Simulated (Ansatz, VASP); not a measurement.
## Two plane-wave programs on Y

```
CELL_PARAMETERS angstrom
3.29127 0.00000 0.00000
0.00000 3.29127 0.00000
0.00000 0.00000 3.29127
ATOMIC_POSITIONS crystal
Y 0.00000 0.00000 0.00000
```

Alike in both runs: task relaxation of cell and atoms; functional PBE; k mesh 10 × 10 × 10; occupations fermi-dirac, width 0.1 eV; no spin polarisation.

```csv
,VASP,Ansatz
version,VASP 6.6.1,Ansatz 0.2.0
potentials or method,"VASP PAW PBE potentials, release 64 (Y_sv), cutoff 600 eV","plane waves (420 eV) with PAW, scalar-relativistic"
valence electrons in the cell,11,11
```

Ansatz gave:

```
relaxed volume (Å³/atom)                                        : 35.03
relaxed length of the cell vector where the two differ most in proportion (Å) : 3.272
```

Which values does VASP return?

Relaxed volume (Å³/atom): 35.00; relaxed length of the cell vector where the two differ most in proportion (Å): 3.271.
